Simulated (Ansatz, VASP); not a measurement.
## One calculation of CaO, two programs

```
Ca O
1.0
     0.00000    2.40356    2.40356
     2.40356    0.00000    2.40356
     2.40356    2.40356    0.00000
Ca O
1 1
Direct
  0.00000 0.00000 0.00000
  0.50000 0.50000 0.50000
```

Alike in both runs: task single point; functional PBE; k mesh 10 × 10 × 10; occupations gaussian, width 0.026 eV; no spin polarisation.

```csv
,VASP,Ansatz
version,VASP 6.6.1,Ansatz 0.2.0
potentials or method,"VASP PAW PBE potentials, release 64 (Ca_sv, O), cutoff 520 eV","all-electron LAPW, scalar-relativistic"
```

VASP gave:

| Property | Result |
| --- | --- |
| gap on the k mesh at the Fermi level (eV) | 3.64 |
| least direct gap on the mesh (eV) | 4.01 |
| pressure (GPa) | 2.2 |

Question: Which values does Ansatz return?

Answer: gap on the k mesh at the Fermi level (eV): 3.65; least direct gap on the mesh (eV): 4.03; pressure (GPa): 1.6.

Ansatz ran all-electron here, and VASP with PAW potentials.
